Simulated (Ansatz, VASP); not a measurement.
# Two plane-wave programs on Ni

The input INCAR:

```
  PREC = Accurate
  ENCUT = 520
  EDIFF = 1E-7
  ISMEAR = 0
  SIGMA = 0.05
  LREAL = F
  LASPH = T
  NELM = 150
  ALGO = Normal
  ISIF = 2
  LWAVE = F
  LCHARG = F
  ISPIN = 2
  MAGMOM = 0.76
  LORBIT = 11
  LMAXMIX = 4
  GGA = PE
  NBANDS = 15
```

Contents of KPOINTS:

```
Automatic mesh
0
Gamma
  22 22 22
```

Contents of POSCAR:

```
Ni
1.0
    0.0000000000      1.7355322507      1.7355322507
    1.7355322507      0.0000000000      1.7355322507
    1.7355322507      1.7355322507      0.0000000000
Ni
1
Direct
    0.0000000000      0.0000000000      0.0000000000
```

Input for Ansatz:

```yaml
crystal:
  lattice:
    - [0.0, 1.7355322507, 1.7355322507]
    - [1.7355322507, 0.0, 1.7355322507]
    - [1.7355322507, 1.7355322507, 0.0]
  atoms:
    - { symbol: Ni, position: [0.0, 0.0, 0.0], spin: 0.76 }
basis:
  ecutwfc: 420
  ecutrho_ratio: 4
kpoints:
  mp_grid: { grid: [22, 22, 22] }
hamiltonian:
  xc: pbe
scf:
  occupations: { method: gaussian, width: 0.05 }
output:
  forces: true
  stress: true
  eigenvalues: true
  populations: true
magnetization:
  spin_polarized: true
```

Alike in both runs: task single point; functional PBE; k mesh 22 × 22 × 22; occupations gaussian, width 0.05 eV; collinear spin.

```csv
,VASP,Ansatz
version,VASP 6.6.1,Ansatz 0.2.0
potentials or method,"VASP PAW PBE potentials, release 64 (Ni), cutoff 520 eV","scalar-relativistic, plane waves, PAW"
valence electrons in the cell,10,18
```

```tsv
	VASP	Ansatz	Ansatz less VASP
gap on the k mesh at the Fermi level (eV)	none	none	-
pressure (GPa)	8.9	9.0	+0.18
net moment per atom (μB)	0.64	0.65	+0.005
size of the moment on the site where the two differ most (μB)	0.65	0.68	+0.034
```

Site moments also hang on the region over which each program counts them. A gap of «none» marks a metal or a gap that the smearing closes. With one functional, cell and mesh, what is left measures potentials, basis and numerics. VASP's potentials hold 10 valence electrons a cell and Ansatz's 18, so a difference there can come from the potentials and not from the codes.
